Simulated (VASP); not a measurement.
# Ba2ScCuO4 (P4/mmm) in VASP: single point with LDA

Aim: the single point of Ba2ScCuO4 with LDA.

All numbers are computed with VASP 6.6.1; they aren't measurements. Logs are shortened: lines on timing, memory, paths and dates and some standing lists are left out, and cuts for length are marked.

## Step 1: The cell of the first run

Symmetry: P4/mmm, No. 123, tetragonal system. Conventional cell: a = 4.062 Å, b = 4.062 Å, c = 7.801 Å, α = 90.00°, β = 90.00°, γ = 90.00°. Within 3.7 Å of Ba (site symmetry 4mm) lie 8 O at 2.72 to 2.89 Å and 4 Sc at 3.40 Å and 4 Cu at 3.55 Å and 1 Ba at 3.63 Å. Within 2.7 Å of Sc (site symmetry 4/mmm) lie 6 O at 2.03 to 2.14 Å. Within 2.3 Å of Cu (site symmetry 4/mmm) lie 2 O at 1.76 Å. Within 3.0 Å of O (site symmetry mmm) lie 2 Sc at 2.03 Å and 4 Ba at 2.72 Å and 8 O at 2.87 to 2.95 Å. Within 2.3 Å of O (site symmetry 4mm) lie 1 Cu at 1.76 Å and 1 Sc at 2.14 Å.

## Step 2: Single point, LDA

Contents of INCAR:

```
SYSTEM = Ba2ScCuO4
  PREC = Accurate
  ENCUT = 820
  EDIFF = 1E-6
  ISMEAR = 0
  SIGMA = 0.01
  LREAL = .False.
  LASPH = .True.
  NELM = 120
  ALGO = Normal
  ISIF = 2
  LWAVE = .False.
  LCHARG = .False.
  GGA = CA
  NBANDS = 47
  GGA_COMPAT = .False.
```

Contents of KPOINTS:

```
Automatic mesh
0
Gamma
  3 3 2
  0 0 0
```

Contents of POSCAR:

```
Ba2ScCuO4
1.0
    4.0619555354      0.0000000000      0.0000000000
    0.0000000000      4.0619555354      0.0000000000
    0.0000000000      0.0000000000      7.8010469894
Ba Sc Cu O
2 1 1 4
Direct
    0.5000000000      0.5000000000      0.7673270458
    0.5000000000      0.5000000000      0.2326729542
    0.0000000000      0.0000000000      0.0000000000
    0.0000000000      0.0000000000      0.5000000000
    0.0000000000      0.5000000000      0.0000000000
    0.5000000000      0.0000000000      0.0000000000
    0.0000000000      0.0000000000      0.7254020464
    0.0000000000      0.0000000000      0.2745979536
```

Potentials or basis: VASP PAW LDA potentials, release 64 (Ba_sv, Sc_sv, Cu_sv_GW, O).

Launch:

```bash
cat potpaw_LDA.64/Ba_sv/POTCAR potpaw_LDA.64/Sc_sv/POTCAR potpaw_LDA.64/Cu_sv_GW/POTCAR potpaw_LDA.64/O/POTCAR > POTCAR
mpirun -np 1 vasp_std > vasp.out
```

OUTCAR:

```text
SYSTEM = Ba2ScCuO4
   PREC = Accurate
   ENCUT = 820
   EDIFF = 1E-6
   ISMEAR = 0
   LREAL = .False.
   LASPH = .True.
   NELM = 120
   ISIF = 2
   GGA = CA

 ion  position               nearest neighbor table
   1  0.500  0.500  0.767-   5 2.72   6 2.72   6 2.72   5 2.72   7 2.89   7 2.89   7 2.89   7 2.89
                             3 3.40   3 3.40   3 3.40   3 3.40   4 3.55   4 3.55   4 3.55   4 3.55
   2  0.500  0.500  0.233-   5 2.72   6 2.72   6 2.72   5 2.72   8 2.89   8 2.89   8 2.89   8 2.89
                             3 3.40   3 3.40   3 3.40   3 3.40   4 3.55   4 3.55   4 3.55   4 3.55
   3  0.000  0.000  0.000-   5 2.03   6 2.03   5 2.03   6 2.03   7 2.14   8 2.14   1 3.40   2 3.40
                             1 3.40   1 3.40   2 3.40   2 3.40   1 3.40   2 3.40
   4  0.000  0.000  0.500-   7 1.76   8 1.76   1 3.55   2 3.55   1 3.55   2 3.55   1 3.55   2 3.55
                             1 3.55   2 3.55
   5  0.000  0.500  0.000-   3 2.03   3 2.03   1 2.72   2 2.72   1 2.72   2 2.72
   6  0.500  0.000  0.000-   3 2.03   3 2.03   1 2.72   1 2.72   2 2.72   2 2.72
   7  0.000  0.000  0.725-   4 1.76   3 2.14   1 2.89   1 2.89   1 2.89   1 2.89
   8  0.000  0.000  0.275-   4 1.76   3 2.14   2 2.89   2 2.89   2 2.89   2 2.89

  LATTYP: Found a simple tetragonal cell.
 ALAT       =     4.0619555354
 C/A-ratio  =     1.9205151119

  Lattice vectors:

 A1 = (   4.0619555354,   0.0000000000,   0.0000000000)
 A2 = (   0.0000000000,   4.0619555354,   0.0000000000)
 A3 = (   0.0000000000,   0.0000000000,   7.8010469894)

Analysis of symmetry for initial positions (statically):
=====================================================================
 Subroutine PRICEL returns:
 Original cell was already a primitive cell.

 Routine SETGRP: Setting up the symmetry group for a
 simple tetragonal supercell.

 Subroutine GETGRP returns: Found 16 space group operations
 (whereof 16 operations were pure point group operations)
 out of a pool of 16 trial point group operations.

The static configuration has the point symmetry D_4h.

Analysis of symmetry for dynamics (positions and initial velocities):
=====================================================================
 Subroutine PRICEL returns:
 Original cell was already a primitive cell.

 Routine SETGRP: Setting up the symmetry group for a
 simple tetragonal supercell.

 Subroutine GETGRP returns: Found 16 space group operations
 (whereof 16 operations were pure point group operations)
 out of a pool of 16 trial point group operations.

The dynamic configuration has the point symmetry D_4h.

 Subroutine INISYM returns: Found 16 space group operations
 (whereof 16 operations are pure point group operations),
 and found     1 'primitive' translations

----------------------------------------------------------------------------------------

                                     Primitive cell

  volume of cell :     128.7132

  direct lattice vectors                    reciprocal lattice vectors
     4.061955535  0.000000000  0.000000000     0.246186841  0.000000000  0.000000000
     0.000000000  4.061955535  0.000000000     0.000000000  0.246186841  0.000000000
     0.000000000  0.000000000  7.801046989     0.000000000  0.000000000  0.128187922

  length of vectors
     4.061955535  4.061955535  7.801046989     0.246186841  0.246186841  0.128187922

  position of ions in fractional coordinates (direct lattice)
     0.500000000  0.500000000  0.767327046
     0.500000000  0.500000000  0.232672954
     0.000000000  0.000000000  0.000000000
     0.000000000  0.000000000  0.500000000
     0.000000000  0.500000000  0.000000000
     0.500000000  0.000000000  0.000000000
     0.000000000  0.000000000  0.725402046
     0.000000000  0.000000000  0.274597954

  ion indices of the primitive-cell ions
   primitive index   ion index
                 1           1
                 2           2
                 3           3
                 4           4
                 5           5
                 6           6
                 7           7
                 8           8

----------------------------------------------------------------------------------------

 KPOINTS: Automatic mesh

Automatic generation of k-mesh.
 Grid dimensions read from file:
 generate k-points for:    3    3    2

 Generating k-lattice:

  Cartesian coordinates                     Fractional coordinates (reciprocal lattice)
     0.082062280  0.000000000  0.000000000     0.333333333  0.000000000  0.000000000
     0.000000000  0.082062280  0.000000000     0.000000000  0.333333333  0.000000000
     0.000000000  0.000000000  0.064093961     0.000000000  0.000000000  0.500000000

  Length of vectors
     0.082062280  0.082062280  0.064093961

  Shift w.r.t. Gamma in fractional coordinates (k-lattice)
     0.000000000  0.000000000  0.000000000

 Subroutine IBZKPT returns following result:
 ===========================================

 Found      6 irreducible k-points:

 Following reciprocal coordinates:
            Coordinates               Weight
  0.000000  0.000000  0.000000      1.000000
  0.333333  0.000000  0.000000      4.000000
  0.333333  0.333333  0.000000      4.000000
  0.000000  0.000000  0.500000      1.000000
  0.333333  0.000000  0.500000      4.000000
  0.333333  0.333333  0.500000      4.000000
   k-points           NKPTS =      6   k-points in BZ     NKDIM =      6   number of bands    NBANDS=     47
   number of dos      NEDOS =    301   number of ions     NIONS =      8
   total plane-waves  NPLWV = 128000
   dimension x,y,z NGX =    40 NGY =   40 NGZ =   80
   dimension x,y,z NGXF=    80 NGYF=   80 NGZF=  160
   ions per type =               2   1   1   4
   NGX,Y,Z   is equivalent  to a cutoff of  16.37, 16.37, 17.05 a.u.
   NGXF,Y,Z  is equivalent  to a cutoff of  32.74, 32.74, 34.10 a.u.
 SYSTEM =  Ba2ScCuO4
   PREC   = accura    normal or accurate (medium, high low for compatibility)
   ISTART =      0    job   : 0-new  1-cont  2-samecut
   ICHARG =      2    charge: 1-file 2-atom 10-const
   ISPIN  =      1    spin polarized calculation?
   LNONCOLLINEAR =      F non collinear calculations
   LSORBIT =      F    spin-orbit coupling
   LASPH  =      T    aspherical Exc in radial PAW
   ENCUT  =  820.0 eV  60.27 Ry    7.76 a.u.   9.48  9.48 18.21*2*pi/ulx,y,z
   NELM   =    120;   NELMIN=  2; NELMDL= -5     # of ELM steps
   EDIFF  = 0.1E-05   stopping-criterion for ELM
   LREAL  =      F    real-space projection
   EDIFFG = 0.1E-04   stopping-criterion for IOM
   NSW    =      0    number of steps for IOM
   IBRION =     -1    ionic relax: 0-MD 1-quasi-New 2-CG
   NFREE  =      0    steps in history (QN), initial steepest desc. (CG)
   ISIF   =      2    stress and relaxation
   ISYM   =      2    0-nonsym 1-usesym 2-fastsym
   POTIM  = 0.5000    time-step for ionic-motion
   TEBEG  =    0.0;   TEEND  =   0.0 temperature during run
   PSTRESS=    0.0 pullay stress
   NELECT =      74.0000    total number of electrons
   NUPDOWN=      -1.0000    fix difference up-down
   EMIN   =  10.00;   EMAX   =-10.00  energy-range for DOS
   EFERMI =   0.00;   METHOD = LEGACY
   ISMEAR =     0;   SIGMA  =   0.01  broadening in eV -4-tet -1-fermi 0-gaus
   EFERMI_NEDOS =   21; number of points for ismear=-14 and -15
   IALGO  =     38    algorithm
   IMIX   =      4    mixing-type and parameters
     AMIX     =   0.40;   BMIX     =  1.00
     AMIX_MAG =   1.60;   BMIX_MAG =  1.00
  volume/ion in A,a.u.               =      16.09       108.57
  Fermi-wavevector in a.u.,A,eV,Ry     =   1.361270  2.572428 25.212364  1.853056
  Thomas-Fermi vector in A             =   2.487861
   LORBIT       =      0    0 simple, 1 ext, 2 COOP (PROOUT), +10 PAW based schemes
   GGA     = CA    functional components
   LHFCALC =     F    Hartree Fock is set to
   AEXX    =    0.0000 exact exchange contribution
   IVDW    =     0    specifies the selected vdW correction
   LEPSILON=     F    determine dielectric tensor
   LRPA    =     F    only Hartree local field effects (RPA)
 non-spin polarized calculation
 Gauss-broadening in eV      SIGMA  =   0.01
  energy-cutoff  :      820.00
  volume of cell :      128.71
 maximum number of plane-waves:      6875
 NGX is ok and might be reduce to    40
   NGX = 19   NGY = 19   NGZ = 37

 number of electron      74.0000014 magnetization

 Free energy of the ion-electron system (eV)
  ---------------------------------------------------
  ext. energy  EPLUGINS =         0.00000000
  ---------------------------------------------------
  free energy    TOTEN  =       -60.00599789 eV

  energy without entropy =      -60.00599789  energy(sigma->0) =      -60.00599789

 E-fermi :   2.9844     XC(G=0): -10.8145

 val. band max:        2.7740108957   @ k =   0.0000   0.0000   0.5000
 cond. band min:       4.8304119716   @ k =   0.3333   0.0000   0.0000
 fundamental gap:      2.0564010760
 Fermi energy:         2.9843934443

 k-point     1 :       0.0000    0.0000    0.0000
  band No.  band energies     occupation
      1    -107.9446      2.00000
      2     -66.1310      2.00000
      3     -65.8054      2.00000
      4     -65.8054      2.00000
      5     -43.8827      2.00000
      6     -23.2981      2.00000
[... 39 lines left out ...]
     46       8.2803      0.00000
     47       8.6110      0.00000

 k-point     2 :       0.3333    0.0000    0.0000
  band No.  band energies     occupation
      1    -107.9446      2.00000
      2     -66.1311      2.00000
      3     -65.8055      2.00000
      4     -65.8054      2.00000
      5     -43.8801      2.00000
      6     -23.3953      2.00000
[... 39 lines left out ...]
     46       9.4153      0.00000
     47       9.5190      0.00000

 k-point     3 :       0.3333    0.3333    0.0000
  band No.  band energies     occupation
      1    -107.9446      2.00000
      2     -66.1310      2.00000
      3     -65.8055      2.00000
      4     -65.8054      2.00000
      5     -43.8775      2.00000
      6     -23.3048      2.00000
[... 39 lines left out ...]
     46       9.6076      0.00000
     47       9.8353      0.00000

 k-point     4 :       0.0000    0.0000    0.5000
  band No.  band energies     occupation
      1    -107.9446      2.00000
      2     -66.1310      2.00000
      3     -65.8054      2.00000
      4     -65.8054      2.00000
      5     -43.8827      2.00000
      6     -23.3107      2.00000
[... 39 lines left out ...]
     46       8.8098      0.00000
     47       8.9325      0.00000

 k-point     5 :       0.3333    0.0000    0.5000
  band No.  band energies     occupation
      1    -107.9446      2.00000
      2     -66.1311      2.00000
      3     -65.8055      2.00000
      4     -65.8054      2.00000
      5     -43.8801      2.00000
      6     -23.3859      2.00000
[... 39 lines left out ...]
     46       8.8201      0.00000
     47       9.4409      0.00000

 k-point     6 :       0.3333    0.3333    0.5000
  band No.  band energies     occupation
      1    -107.9446      2.00000
      2     -66.1311      2.00000
      3     -65.8055      2.00000
      4     -65.8054      2.00000
      5     -43.8775      2.00000
      6     -23.2965      2.00000
[... 39 lines left out ...]
     46       9.1979      0.00000
     47       9.6009      0.00000

------------------------ aborting loop because EDIFF is reached ----------------------------------------

  FORCE on cell =-STRESS in cart. coord.  units (eV):
  Direction    XX          YY          ZZ          XY          YZ          ZX
  --------------------------------------------------------------------------------------
  -------------------------------------------------------------------------------------
  Total        1.4471590      1.4471590      1.5841651      0.0000000      0.0000000     -0.0000000
  in kB       18.0137286     18.0137286     19.7191323      0.0000000      0.0000000     -0.0000000
  external PRESSURE =      18.5821965 kB  Pullay stress =       0.0000000 kB

 VOLUME and BASIS-vectors are now :
 -----------------------------------------------------------------------------
  energy-cutoff  :      820.00
  volume of cell :      128.71
      direct lattice vectors                 reciprocal lattice vectors
     4.061955535  0.000000000  0.000000000     0.246186841  0.000000000  0.000000000
     0.000000000  4.061955535  0.000000000     0.000000000  0.246186841  0.000000000
     0.000000000  0.000000000  7.801046989     0.000000000  0.000000000  0.128187922

 POSITION                                       TOTAL-FORCE (eV/Angst)
 -----------------------------------------------------------------------------------
      2.03098      2.03098      5.98595        -0.000000      0.000000     -0.219030
      2.03098      2.03098      1.81509         0.000000      0.000000      0.219030
      0.00000      0.00000      0.00000        -0.000000     -0.000000     -0.000000
      0.00000      0.00000      3.90052        -0.000000     -0.000000     -0.000000
      0.00000      2.03098      0.00000        -0.000000     -0.000000     -0.000000
      2.03098      0.00000      0.00000        -0.000000     -0.000000     -0.000000
      0.00000      0.00000      5.65890        -0.000000     -0.000000      0.035012
      0.00000      0.00000      2.14215        -0.000000     -0.000000     -0.035012
 -----------------------------------------------------------------------------------
    total drift:                               -0.000000      0.000000     -0.000000

  FREE ENERGIE OF THE ION-ELECTRON SYSTEM (eV)
  ---------------------------------------------------
  free  energy   TOTEN  =       -60.0059978923 eV

  energy  without entropy=      -60.0059978923  energy(sigma->0) =      -60.00599789
```

Wall time 1.7 min (1 thread of Intel Xeon Platinum 8375C at 2.90GHz (Ice Lake), shared host); peak memory 0.33 GiB.

Results:

```
Free energy            : -60.0060 eV
Pressure               : 1.9 GPa
Largest force          : 0.219 eV/Å
Band gap on the k mesh : 2.06 eV (least direct gap 2.16 eV)
```

Forces on the atoms (eV/Å):
```
Ba   0.000  0.000 -0.219
Ba   0.000  0.000  0.219
Sc   0.000  0.000  0.000
Cu   0.000  0.000  0.000
O    0.000  0.000  0.000
O    0.000  0.000  0.000
O    0.000  0.000  0.035
O    0.000  0.000 -0.035
```

Stress tensor (GPa, compression positive):
```
1.80 0.00 0.00
0.00 1.80 0.00
0.00 0.00 1.97
```

Caveat: the k points lie up to 0.52 Å⁻¹ apart; spin-orbit coupling is left out, which moves the levels of the heavy elements.
